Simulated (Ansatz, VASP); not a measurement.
# One calculation of AlN, two programs

File INCAR:

```
  ALGO = Normal
  EDIFF = 1E-6
  ENCUT = 600
  GGA = PE
  GGA_COMPAT = False
  ISIF = 2
  ISMEAR = -1
  LASPH = True
  LCHARG = True
  LELF = True
  LREAL = False
  LVHAR = True
  LWAVE = False
  NBANDS = 16
  NELM = 120
  PREC = Accurate
  SIGMA = 0.02
```

Contents of KPOINTS:

```
k-points
0
Gamma
  12 12 6
```

File POSCAR:

```
AlN
1.0
    3.2309615092      0.0000000000      0.0000000000
   -1.6154807546      2.6904757169      0.0000000000
    0.0000000000      0.0000000000      4.9785915513
Al N
2 2
Direct
    0.3323828799      0.6647657597     -0.0048036064
    0.6676171201      0.3352342403      0.4951963936
    0.3297191967      0.6594383934      0.3798036064
    0.6702808033      0.3405616066      0.8798036064
```

Input for Ansatz:

```yaml
crystal:
  lattice:
    - [3.2309615092, 0.0, 0.0]
    - [-1.6154807546, 2.6904757169, 0.0]
    - [0.0, 0.0, 4.9785915513]
  atoms:
    - { symbol: Al, position: [0.3323828799, 0.6647657597, -0.0048036064] }
    - { symbol: Al, position: [0.6676171201, 0.3352342403, 0.4951963936] }
    - { symbol: "N", position: [0.3297191967, 0.6594383934, 0.3798036064] }
    - { symbol: "N", position: [0.6702808033, 0.3405616066, 0.8798036064] }
kpoints:
  mp_grid: { grid: [12, 12, 6] }
  band_path:
    path:
      - [0.0, 0.0, 0.0]
      - [0.5, 0.0, 0.0]
      - [0.3333333333, 0.3333333333, 0.0]
      - [0.0, 0.0, 0.5]
      - [0.5, 0.0, 0.5]
      - [0.3333333333, 0.3333333333, 0.5]
    npoints: 1
hamiltonian:
  xc: pbe
scf:
  occupations: { method: fermi_dirac, width: 0.02 }
  n_extra_bands: 5
output:
  forces: true
  stress: true
  eigenvalues: true
```

Change from the starting cell: uniaxial_x strain +4.0%.

Alike in both runs: task single point; functional PBE; k mesh 12 × 12 × 6; occupations fermi-dirac, width 0.02 eV; no spin polarisation.

|  | VASP | Ansatz |
| --- | --- | --- |
| version | VASP 6.6.1 | Ansatz 0.2.0 |
| potentials or method | VASP PAW PBE potentials, release 64 (Al, N) | plane waves, PAW |
| plane-wave cutoff (eV) | 600 | 420 |
| valence electrons in the cell | 16 | 16 |

Ansatz gave:

* gap on the k mesh at the Fermi level (eV): 3.79
* pressure (GPa): -3.3
* traceless stress, the component that is largest in VASP (GPa): -6.41
* rms of the force components (eV/Å): 0.018

Task: Estimate VASP's values.

Result: gap on the k mesh at the Fermi level (eV): 3.79; pressure (GPa): -3.7; traceless stress, the component that is largest in VASP (GPa): -6.48; rms of the force components (eV/Å): 0.018.

Atom by atom the forces differ by 0.000 eV/Å (rms over components).
